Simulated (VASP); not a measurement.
Ti2B3, 5 atoms in the cell. It takes space group P-4m2 (No. 115, tetragonal). The conventional cell has a = 3.210 Å, b = 3.210 Å, c = 4.848 Å, α = 90.00°, β = 90.00°, γ = 90.00°. Within 3.0 Å of Ti (site symmetry 2mm) lie 8 B at 2.21 to 2.48 Å and 4 Ti at 2.90 Å. B (site symmetry -4m2) has 4 B at 1.87 Å and 4 Ti at 2.21 Å within 2.5 Å. B (site symmetry 2mm) has 2 B at 1.87 Å and 6 Ti at 2.34 to 2.48 Å within 2.5 Å. 

| Property | Result |
| --- | --- |
| Program | VASP 6.6.1 |
| Task | single point |
| Functional | PBE |
| Potentials or basis | VASP PAW PBE potentials, release 64 (Ti_sv, B) |
| Cutoff | 520 eV |
| k mesh | 6 × 6 × 4 |
| Occupations | gaussian, width 0.1 eV |
| Spin | collinear spin |
| Starting moments | [1.0, 1.0, 0.0, 0.0, 0.0] μB |
| Dipole correction | no |
| Further INCAR settings | ALGO = Normal; EDIFF = 1e-07; NBANDS = 28 |

Potentials or basis: VASP PAW PBE potentials, release 64 (Ti_sv, B).

Launch:

```sh
$ cat potpaw_PBE.64/Ti_sv/POTCAR potpaw_PBE.64/B/POTCAR > POTCAR
$ mpirun -np 1 vasp_std > vasp.out
```

Hardware: 1 thread of Intel(R) Xeon(R) 6975P-C (Granite Rapids) (shared host).

Question: Estimate the wall time of this run.

Answer: It took 44 s on 1 thread of Intel(R) Xeon(R) 6975P-C (Granite Rapids) (shared host), peak memory 0.2 GiB. Counts: scf iterations 16, k points 30.
